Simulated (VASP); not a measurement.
# BaTiO3 (Cm) in VASP: further runs, part 2 of 2

VASP 6.6.1.

**4. Electric field gradients, PBE (equal xy, yz and zx shear strains of +2 %)**

INCAR reads:

```
SYSTEM = BaTiO3
PREC = Accurate
ENCUT = 520
EDIFF = 1E-8
ISMEAR = -1
SIGMA = 0.08
LREAL = .False.
LASPH = .True.
NELM = 100
ALGO = Normal
ISIF = 2
LWAVE = .False.
LCHARG = .False.
GGA = PE
LEFG = .True.
NBANDS = 28
```

KPOINTS reads:

```
Automatic mesh
0
Gamma
  7 7 7
  0 0 0
```

POSCAR reads:

```
BaTiO3
1.0
    3.9998000000      0.0399980000      0.0399980000
    0.0399980000      3.9998000000      0.0399980000
    0.0401800000      0.0401800000      4.0180000000
Ba Ti O
1 1 3
Direct
    0.0000000000      0.0000000000      0.0000000000
    0.5000000000      0.5000000000      0.4820000000
    0.5000000000      0.5000000000      0.0160000000
    0.5000000000      0.0000000000      0.5150000000
    0.0000000000      0.5000000000      0.5150000000
```

Potentials or basis: VASP PAW PBE potentials, release 64 (Ba_sv, Ti_sv, O).

Command:

```
> cat potpaw_PBE.64/Ba_sv/POTCAR potpaw_PBE.64/Ti_sv/POTCAR potpaw_PBE.64/O/POTCAR > POTCAR
> mpirun -np 1 vasp_std > vasp.out
```

OUTCAR:

```text
SYSTEM = BaTiO3
   PREC = Accurate
   ENCUT = 520
   EDIFF = 1E-8
   ISMEAR = -1
   LREAL = .False.
   LASPH = .True.
   NELM = 100
   ISIF = 2
   GGA = PE

 ion  position               nearest neighbor table
   1  0.000  0.000  0.000-   4 2.76   5 2.76   3 2.80   3 2.80   5 2.82   4 2.82   5 2.85   4 2.85
                             3 2.86   3 2.86   4 2.91   5 2.91   2 3.40   2 3.40   2 3.41   2 3.49
   2  0.500  0.500  0.482-   3 1.87   4 2.00   5 2.00   4 2.01   5 2.01   3 2.15   1 3.40   1 3.40
                             1 3.41   1 3.49   1 3.49   1 3.49   1 3.50   1 3.58
   3  0.500  0.500  0.016-   2 1.87   2 2.15   1 2.80   1 2.80   1 2.86   1 2.86
   4  0.500  0.000  0.515-   2 2.00   2 2.01   1 2.76   1 2.82   1 2.85   1 2.91
   5  0.000  0.500  0.515-   2 2.00   2 2.01   1 2.76   1 2.82   1 2.85   1 2.91

  LATTYP: Found a base centered monoclinic cell.
[... 986 lines left out ...]
   4     -13.212    27.415   -14.204     2.818    -0.107     2.727
   5      27.415   -13.212   -14.204     2.818     2.727    -0.107
---------------------------------------------------------------------

 Electric field gradients after diagonalization (V/A^2)
 (convention: |V_zz| > |V_xx| > |V_yy|)
----------------------------------------------------------------------
 ion       V_xx      V_yy      V_zz     asymmetry (V_yy - V_xx)/ V_zz
----------------------------------------------------------------------
   1     -16.157   -11.379    27.536       0.174
   2       4.597     2.965    -7.562       0.216
   3      -8.712    -8.043    16.754       0.040
   4     -14.461   -13.324    27.785       0.041
   5     -14.461   -13.324    27.785       0.041
----------------------------------------------------------------------

           NMR quadrupolar parameters

 Cq : quadrupolar parameter    Cq=e*Q*V_zz/h
 eta: asymmetry parameters     (V_yy - V_xx)/ V_zz
 Q  : nuclear electric quadrupole moment in mb (millibarn)
----------------------------------------------------------------------
 ion       Cq(MHz)       eta       Q (mb)
----------------------------------------------------------------------
   1       0.067       0.174       1.000
   2      -0.018       0.216       1.000
   3       0.041       0.040       1.000
   4       0.067       0.041       1.000
   5       0.067       0.041       1.000
----------------------------------------------------------------------
```

stdout:

```text
POSCAR found type information on POSCAR BaTiO
 POSCAR found :  3 types and       5 ions
 scaLAPACK will be used
 LDA part: xc-table for (Slater+PW92), standard interpolation
 POSCAR, INCAR and KPOINTS ok, starting setup
 FFT: planning ... GRIDC
 FFT: planning ... GRID_SOFT
 FFT: planning ... GRID
 WAVECAR not read
 entering main loop
ion   1

ion   2

ion   3

ion   4
     0.0000293    -0.8222807    -0.7982367     2.6724768    -0.0363157     4.2239454
     0.0000403    -0.8222807    -0.7982367     2.6724768    -0.0363157     4.2239453
     0.0000555    -0.8222807    -0.7982366     2.6724767    -0.0363157     4.2239453
     0.0000765    -0.8222807    -0.7982366     2.6724767    -0.0363157     4.2239451

     0.0000293    -2.5634300    -2.4823360     9.9042550    -0.0152496    16.1987551
     0.0000403    -2.5634296    -2.4823356     9.9042531    -0.0152496    16.1987520
     0.0000555    -2.5634288    -2.4823349     9.9042500    -0.0152496    16.1987468
     0.0000765    -2.5634275    -2.4823337     9.9042447    -0.0152496    16.1987381

ion   5
     0.0000293    -0.8222807    -0.0363157     2.6724768    -0.7982367    -4.2239454
     0.0000403    -0.8222807    -0.0363157     2.6724768    -0.7982367    -4.2239453
     0.0000555    -0.8222807    -0.0363157     2.6724767    -0.7982366    -4.2239453
     0.0000765    -0.8222807    -0.0363157     2.6724767    -0.7982366    -4.2239451

     0.0000293    -2.5634300    -0.0152496     9.9042550    -2.4823360   -16.1987551
     0.0000403    -2.5634296    -0.0152496     9.9042531    -2.4823356   -16.1987520
     0.0000555    -2.5634288    -0.0152496     9.9042500    -2.4823349   -16.1987468
     0.0000765    -2.5634275    -0.0152496     9.9042447    -2.4823337   -16.1987381
```

Wall time 4.1 min (1 thread of Intel Xeon Platinum 8259CL at 2.50GHz (Skylake/Cascade Lake), shared host); peak memory 0.3 GiB.

Results:

```
Free energy                             : -39.9518 eV
Pressure                                : 4.6 GPa
Largest force                           : 0.310 eV/Å
Band gap on the k mesh                  : 1.84 eV (least direct gap 2.02 eV)
Largest electric field gradient by atom : Ba +27.5; Ti -7.6; O +16.8, +27.8 (each value once) V/Å²
```

Forces on the atoms (eV/Å):
```
Ba  -0.004 -0.004 -0.068
Ti  -0.046 -0.046  0.076
O    0.025  0.025  0.308
O    0.022  0.002 -0.158
O    0.002  0.022 -0.158
```

Stress tensor (GPa, compression positive):
```
 4.04 -2.50 -2.41
-2.50  4.04 -2.41
-2.41 -2.41  5.61
```

Levels at points of the mesh, in eV from the valence-band top:
| k point | band 16 | band 17 | band 18 | band 19 | band 20 | band 21 | band 22 | band 23 | band 24 | band 25 |
| --- | --- | --- | --- | --- | --- | --- | --- | --- | --- | --- |
| (0.00, 0.00, 0.00) | -1.21 | -1.05 | -0.37 | -0.23 | -0.18 | 1.84 | 2.11 | 2.18 | 4.06 | 4.20 |

Electric field gradients, principal values (V/Å²):
| atom | least | middle | greatest (by size) |
| --- | --- | --- | --- |
| 1 Ba | -11.379 | -16.157 | 27.536 |
| 2 Ti | 2.965 | 4.597 | -7.562 |
| 3 O | -8.043 | -8.712 | 16.754 |
| 4 O | -13.324 | -14.461 | 27.785 |
| 5 O | -13.324 | -14.461 | 27.785 |

Caveat: the cell differs from its parent crystal (equal xy, yz and zx shear strains of +2 %); the cell stands under pressure; without QUAD_EFG the Cq values of the log hold for a quadrupole moment of 1 mb, not for the nuclei; spin-orbit coupling is left out, which moves the levels of the heavy elements.

**5. The runs side by side**

```csv
cell,gap on the mesh (eV),pressure (GPa),largest force (eV/Å)
"a = 4.001, b = 4.001, c = 4.019 Å, angles 88.3°, 5 atoms",1.81,4.7,0.32
"a = 4.000, b = 4.000, c = 4.018 Å, angles 90.6°, 5 atoms",1.86,4.5,0.31
"a = 4.000, b = 4.000, c = 4.018 Å, angles 88.8°, 5 atoms",1.84,4.6,0.31
```

Alike in all rows: task electric field gradients; level PBE; potentials or basis VASP PAW PBE potentials, release 64 (Ba_sv, Ti_sv, O); no spin polarisation; k mesh 7 × 7 × 7; cutoff (eV) 520; smearing fermi-dirac 0.08 eV.

Caveats: the cell stands under pressure; spin-orbit coupling is left out, which moves the levels of the heavy elements.

Total energies depend on the potentials used, so only differences within one code and one set of settings carry meaning.
